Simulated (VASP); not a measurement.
# Ti (P2_1/m) in VASP: single point with r2SCAN

Aim: the single point of Ti with r2SCAN.

Everything below comes from runs of VASP 6.6.1. Logs are shortened: lines on timing, memory, paths and dates and some standing lists are left out, and cuts for length are marked.

## (1) The cell of the first run

The structure is monoclinic, space group P2_1/m (No. 11). Conventional cell: a = 2.912 Å, b = 4.686 Å, c = 2.950 Å, α = 90.00°, β = 118.71°, γ = 90.00°. Ti (site symmetry m) has 12 Ti at 2.88 to 2.99 Å within 3.8 Å.

## (2) Single point, r2SCAN (strain -0.0300 x Voigt [0, 0, 0, 0, 0, 1])

File POSCAR:

```
Ti
1.0
    2.9499978604     -0.0442499679      0.0000000000
   -1.5133205265      2.5768980722      0.0000000000
    0.0000000000      0.0000000000      4.6860000000
Ti
2
Direct
    0.3333333333      0.6666666667      0.2500000000
    0.6666666667      0.3333333333      0.7500000000
```

File INCAR.step1:

```
ALGO     = Normal         # electronic algorithm
EDIFF    = 1E-4           # SCF threshold, eV
ENCUT    = 520            # plane-wave cutoff, eV
GGA      = PE             # functional
ISMEAR   = 0              # smearing method
LASPH    = T              # aspherical terms in the spheres
LCHARG   = F              # write CHGCAR
LREAL    = F              # projectors in reciprocal space
LWAVE    = T              # write WAVECAR
NBANDS   = 19             # bands
NELM     = 60             # most SCF steps
PREC     = Accurate       # precision mode
SIGMA    = 0.15           # smearing width, eV
```

File INCAR.step2:

```
ALGO     = Normal         # electronic algorithm
EDIFF    = 1E-7           # SCF threshold, eV
ENCUT    = 520            # plane-wave cutoff, eV
ISIF     = 2              # what is computed and relaxed
ISMEAR   = 0              # smearing method
ISTART   = 1            
LASPH    = T              # aspherical terms in the spheres
LCHARG   = F              # write CHGCAR
LMIXTAU  = T            
LREAL    = F              # projectors in reciprocal space
LWAVE    = F              # write WAVECAR
METAGGA  = R2SCAN         # meta-GGA
NBANDS   = 19             # bands
NELM     = 60             # most SCF steps
PREC     = Accurate       # precision mode
SIGMA    = 0.15           # smearing width, eV
```

File KPOINTS:

```
k-points
0
Gamma
  18 18 10
```

Potentials or basis: VASP PAW PBE potentials, release 64 (Ti_sv).

Command:

```bash
> cat potpaw_PBE.64/Ti_sv/POTCAR > POTCAR
> cp INCAR.step1 INCAR
> mpirun -np 1 vasp_std > vasp.out
> cp INCAR.step2 INCAR
> mpirun -np 1 vasp_std > vasp.out
```

OUTCAR:

```text
EDIFF = 1E-7
   ENCUT = 520
   ISIF = 2
   ISMEAR = 0
   ISTART = 1
   LASPH = T
   LREAL = F
   METAGGA = R2SCAN
   NELM = 60
   PREC = Accurate

 ion  position               nearest neighbor table
   1  0.333  0.667  0.250-   2 2.88   2 2.88   2 2.90   2 2.90   2 2.91   2 2.91
   2  0.667  0.333  0.750-   1 2.88   1 2.88   1 2.90   1 2.90   1 2.91   1 2.91

  LATTYP: Found a simple monoclinic cell.
 ALAT       =     2.9117603236
 B/A-ratio  =     1.6093357554
 C/A-ratio  =     1.0132460741
 COS(beta)  =    -0.4803040536

  Lattice vectors:

 A1 = (   1.4366773339,   2.5326481043,   0.0000000000)
 A2 = (   0.0000000000,   0.0000000000,  -4.6860000000)
 A3 = (  -2.9499978604,   0.0442499679,   0.0000000000)

Analysis of symmetry for initial positions (statically):
=====================================================================
 Subroutine PRICEL returns:
 Original cell was already a primitive cell.

 Routine SETGRP: Setting up the symmetry group for a
 simple monoclinic supercell.

 Subroutine GETGRP returns: Found  4 space group operations
 (whereof  2 operations were pure point group operations)
 out of a pool of  4 trial point group operations.

The static configuration has the point symmetry S_2 .
 The point group associated with its full space group is C_2h.

Analysis of symmetry for dynamics (positions and initial velocities):
=====================================================================
 Subroutine PRICEL returns:
 Original cell was already a primitive cell.

 Routine SETGRP: Setting up the symmetry group for a
 simple monoclinic supercell.

 Subroutine GETGRP returns: Found  4 space group operations
 (whereof  2 operations were pure point group operations)
 out of a pool of  4 trial point group operations.

The dynamic configuration has the point symmetry S_2 .
 The point group associated with its full space group is C_2h.

 Subroutine INISYM returns: Found  4 space group operations
 (whereof  2 operations are pure point group operations),
 and found     1 'primitive' translations

----------------------------------------------------------------------------------------

                                     Primitive cell

  volume of cell :      35.3084

  direct lattice vectors                    reciprocal lattice vectors
     2.949997860 -0.044249968  0.000000000     0.341995927  0.200842037  0.000000000
    -1.513320527  2.576898072  0.000000000     0.005872684  0.391512285  0.000000000
     0.000000000  0.000000000  4.686000000     0.000000000  0.000000000  0.213401622

  length of vectors
     2.950329716  2.988401360  4.686000000     0.396609049  0.391556328  0.213401622

  position of ions in fractional coordinates (direct lattice)
     0.333333333  0.666666667  0.250000000
     0.666666667  0.333333333  0.750000000

  ion indices of the primitive-cell ions
   primitive index   ion index
                 1           1
                 2           2

----------------------------------------------------------------------------------------

 KPOINTS: k-points

Automatic generation of k-mesh.
 Grid dimensions read from file:
 generate k-points for:   18   18   10

 Generating k-lattice:

  Cartesian coordinates                     Fractional coordinates (reciprocal lattice)
     0.018999774  0.011157891  0.000000000     0.055555556  0.000000000  0.000000000
     0.000326260  0.021750683  0.000000000     0.000000000  0.055555556  0.000000000
     0.000000000  0.000000000  0.021340162     0.000000000  0.000000000  0.100000000

  Length of vectors
     0.022033836  0.021753129  0.021340162

  Shift w.r.t. Gamma in fractional coordinates (k-lattice)
     0.000000000  0.000000000  0.000000000

 Subroutine IBZKPT returns following result:
 ===========================================

 Found    984 irreducible k-points:

 Following reciprocal coordinates:
            Coordinates               Weight
  0.000000  0.000000  0.000000      1.000000
  0.055556  0.000000  0.000000      2.000000
  0.111111  0.000000  0.000000      2.000000
  0.166667  0.000000  0.000000      2.000000
  0.222222  0.000000  0.000000      2.000000
  0.277778  0.000000  0.000000      2.000000
[... 16 lines left out ...]
 -0.333333  0.055556  0.000000      2.000000
 -0.277778  0.055556  0.000000      2.000000
 [... further k-points ...]
   k-points           NKPTS =    984   k-points in BZ     NKDIM =    984   number of bands    NBANDS=     19
   number of dos      NEDOS =    301   number of ions     NIONS =      2
   total plane-waves  NPLWV =  20736
   dimension x,y,z NGX =    24 NGY =   24 NGZ =   36
   dimension x,y,z NGXF=    48 NGYF=   48 NGZF=   72
   ions per type =               2
   NGX,Y,Z   is equivalent  to a cutoff of  13.52, 13.35, 12.77 a.u.
   NGXF,Y,Z  is equivalent  to a cutoff of  27.05, 26.70, 25.54 a.u.
 SYSTEM =  unknown system
   PREC   = accura    normal or accurate (medium, high low for compatibility)
   ISTART =      1    job   : 0-new  1-cont  2-samecut
   ICHARG =      0    charge: 1-file 2-atom 10-const
   ISPIN  =      1    spin polarized calculation?
   LNONCOLLINEAR =      F non collinear calculations
   LSORBIT =      F    spin-orbit coupling
   LASPH  =      T    aspherical Exc in radial PAW
   ENCUT  =  520.0 eV  38.22 Ry    6.18 a.u.   5.49  5.56  8.71*2*pi/ulx,y,z
   NELM   =     60;   NELMIN=  2; NELMDL=  0     # of ELM steps
   EDIFF  = 0.1E-06   stopping-criterion for ELM
   LREAL  =      F    real-space projection
   EDIFFG = 0.1E-05   stopping-criterion for IOM
   NSW    =      0    number of steps for IOM
   IBRION =     -1    ionic relax: 0-MD 1-quasi-New 2-CG
   NFREE  =      0    steps in history (QN), initial steepest desc. (CG)
   ISIF   =      2    stress and relaxation
   ISYM   =      2    0-nonsym 1-usesym 2-fastsym
   POTIM  = 0.5000    time-step for ionic-motion
   TEBEG  =    0.0;   TEEND  =   0.0 temperature during run
   PSTRESS=    0.0 pullay stress
   NELECT =      24.0000    total number of electrons
   NUPDOWN=      -1.0000    fix difference up-down
   EMIN   =  10.00;   EMAX   =-10.00  energy-range for DOS
   EFERMI =   0.00;   METHOD = LEGACY
   ISMEAR =     0;   SIGMA  =   0.15  broadening in eV -4-tet -1-fermi 0-gaus
   EFERMI_NEDOS =   21; number of points for ismear=-14 and -15
   IALGO  =     38    algorithm
   IMIX   =      4    mixing-type and parameters
     AMIX     =   0.40;   BMIX     =  1.00
     AMIX_MAG =   1.60;   BMIX_MAG =  1.00
  volume/ion in A,a.u.               =      17.65       119.14
  Fermi-wavevector in a.u.,A,eV,Ry     =   1.439414  2.720098 28.190082  2.071913
  Thomas-Fermi vector in A             =   2.558272
   LORBIT       =      0    0 simple, 1 ext, 2 COOP (PROOUT), +10 PAW based schemes
   METAGGA = R2SCAN    functional components
   LHFCALC =     F    Hartree Fock is set to
   AEXX    =    0.0000 exact exchange contribution
   IVDW    =     0    specifies the selected vdW correction
   LEPSILON=     F    determine dielectric tensor
   LRPA    =     F    only Hartree local field effects (RPA)
 non-spin polarized calculation
 Gauss-broadening in eV      SIGMA  =   0.15
  energy-cutoff  :      520.00
  volume of cell :       35.31
 maximum number of plane-waves:       986
 NGX is ok and might be reduce to    24
   NGX = 11   NGY = 11   NGZ = 17

 number of electron      24.0000001 magnetization

 Free energy of the ion-electron system (eV)
  ---------------------------------------------------
  ext. energy  EPLUGINS =         0.00000000
  ---------------------------------------------------
  free energy    TOTEN  =       -25.90035356 eV

  energy without entropy =      -25.88004045  energy(sigma->0) =      -25.89019701

 E-fermi :   8.2210     XC(G=0): -12.3127

 val. band max:        8.2207907880   @ k =  -0.1111   0.1111   0.0000
 cond. band min:       8.2211151075   @ k =   0.2778   0.5000   0.4000
 fundamental gap:      0.0003243196
 Fermi energy:         8.2209844813

 k-point     1 :       0.0000    0.0000    0.0000
  band No.  band energies     occupation
      1     -51.0431      2.00000
      2     -50.9102      2.00000
      3     -26.5817      2.00000
      4     -25.9585      2.00000
      5     -25.9346      2.00000
      6     -25.8868      2.00000
[... 11 lines left out ...]
     18      10.0782      0.00000
     19      11.5064      0.00000

 k-point     2 :       0.0556    0.0000    0.0000
  band No.  band energies     occupation
      1     -51.0399      2.00000
      2     -50.9088      2.00000
      3     -26.5747      2.00000
      4     -25.9644      2.00000
      5     -25.9486      2.00000
      6     -25.8895      2.00000
[... 11 lines left out ...]
     18      10.0118      0.00000
     19      11.5408      0.00000

 k-point     3 :       0.1111    0.0000    0.0000
  band No.  band energies     occupation
      1     -51.0305      2.00000
      2     -50.9049      2.00000
      3     -26.5540      2.00000
      4     -25.9944      2.00000
      5     -25.9754      2.00000
      6     -25.8993      2.00000
[... 11 lines left out ...]
     18       9.8676      0.00000
     19      11.6148      0.00000

 k-point     4 :       0.1667    0.0000    0.0000
  band No.  band energies     occupation
      1     -51.0159      2.00000
      2     -50.8991      2.00000
      3     -26.5211      2.00000
      4     -26.0586      2.00000
      5     -25.9981      2.00000
      6     -25.9640      2.00000
[... 407 lines left out ...]
     18      11.5462      0.00000
     19      11.8850      0.00000

 k-point    23 :      -0.3333    0.0556    0.0000
  band No.  band energies     occupation
      1     -50.9659      2.00000
      2     -50.8842      2.00000
      3     -26.3983      2.00000
      4     -26.2633      2.00000
      5     -26.1645      2.00000
      6     -26.0647      2.00000
[... 11 lines left out ...]
     18      11.0906      0.00000
     19      11.8520      0.00000

 k-point    24 :      -0.2778    0.0556    0.0000
  band No.  band energies     occupation
      1     -50.9865      2.00000
      2     -50.8895      2.00000
      3     -26.4506      2.00000
      4     -26.1796      2.00000
      5     -26.0975      2.00000
      6     -26.0294      2.00000
[... 11 lines left out ...]
     18      10.6597      0.00000
     19      11.8038      0.00000

 [... further k-points ...]

------------------------ aborting loop because EDIFF is reached ----------------------------------------

  FORCE on cell =-STRESS in cart. coord.  units (eV):
  Direction    XX          YY          ZZ          XY          YZ          ZX
  --------------------------------------------------------------------------------------
  -------------------------------------------------------------------------------------
  Total       -0.3652765     -0.3527132     -0.5140075      0.4828674      0.0000000      0.0000000
  in kB      -16.5750076    -16.0049251    -23.3239134     21.9108845      0.0000000      0.0000000
  external PRESSURE =     -18.6346154 kB  Pullay stress =       0.0000000 kB

 VOLUME and BASIS-vectors are now :
 -----------------------------------------------------------------------------
  energy-cutoff  :      520.00
  volume of cell :       35.31
      direct lattice vectors                 reciprocal lattice vectors
     2.949997860 -0.044249968  0.000000000     0.341995927  0.200842037  0.000000000
    -1.513320527  2.576898072  0.000000000     0.005872684  0.391512285  0.000000000
     0.000000000  0.000000000  4.686000000     0.000000000  0.000000000  0.213401622

 POSITION                                       TOTAL-FORCE (eV/Angst)
 -----------------------------------------------------------------------------------
     -0.02555      1.70318      1.17150         0.098448      0.002219     -0.000000
      1.46223      0.82947      3.51450        -0.098448     -0.002219      0.000000
 -----------------------------------------------------------------------------------
    total drift:                               -0.000000      0.000000     -0.000000

  FREE ENERGIE OF THE ION-ELECTRON SYSTEM (eV)
  ---------------------------------------------------
  free  energy   TOTEN  =       -25.9003535602 eV

  energy  without entropy=      -25.8800404518  energy(sigma->0) =      -25.89019701
```

Wall time 52 min (1 thread of Oxide Virtual Turin-like, shared host); peak memory 0.57 GiB.

Results:

| Property | Result |
| --- | --- |
| Free energy | -25.9004 eV |
| Pressure | -1.9 GPa |
| Largest force | 0.098 eV/Å |
| Band gap on the k mesh | zero (bands 12 and 13 overlap by 1.07 eV) |

Forces in eV/Å, atoms in the order of the input:
```
Ti   0.098  0.002  0.000
Ti  -0.098 -0.002  0.000
```

Stress tensor (GPa, compression positive):
```
-1.66  2.19  0.00
 2.19 -1.60  0.00
 0.00  0.00 -2.33
```

Levels at points of the mesh, in eV from the Fermi level:
| k point | band 8 | band 9 | band 10 | band 11 | band 12 | band 13 | band 14 | band 15 | band 16 | band 17 |
| --- | --- | --- | --- | --- | --- | --- | --- | --- | --- | --- |
| (0.00, 0.00, 0.00) | -34.06 | -6.58 | -2.82 | 0.49 | 0.67 | 0.94 | 1.06 | 1.21 | 1.54 | 1.77 |
| (0.50, 0.00, 0.00) | -34.16 | -2.46 | -2.24 | -1.89 | -0.72 | 0.49 | 0.72 | 1.34 | 3.52 | 3.72 |
| (0.00, 0.50, 0.00) | -34.14 | -2.49 | -2.22 | -1.90 | -0.84 | 0.55 | 0.75 | 1.23 | 3.47 | 3.69 |
| (0.50, 0.50, 0.00) | -34.12 | -2.52 | -2.21 | -1.89 | -0.95 | 0.62 | 0.78 | 1.13 | 3.45 | 3.68 |
| (0.00, 0.00, 0.50) | -34.11 | -4.67 | -4.67 | 0.05 | 0.05 | 0.62 | 0.62 | 0.95 | 0.95 | 2.93 |
| (0.50, 0.00, 0.50) | -34.25 | -2.61 | -2.61 | -0.84 | -0.84 | 1.33 | 1.33 | 1.79 | 1.79 | 3.64 |
| (0.00, 0.50, 0.50) | -34.23 | -2.63 | -2.63 | -0.85 | -0.85 | 1.21 | 1.21 | 1.89 | 1.89 | 3.59 |
| (0.50, 0.50, 0.50) | -34.20 | -2.65 | -2.65 | -0.87 | -0.87 | 1.08 | 1.08 | 1.99 | 1.99 | 3.59 |

Caveat: the cell differs from its parent crystal (strain -0.0300 x Voigt [0, 0, 0, 0, 0, 1]); the PAW data sets were made with another functional, which shifts forces and pressure a little.
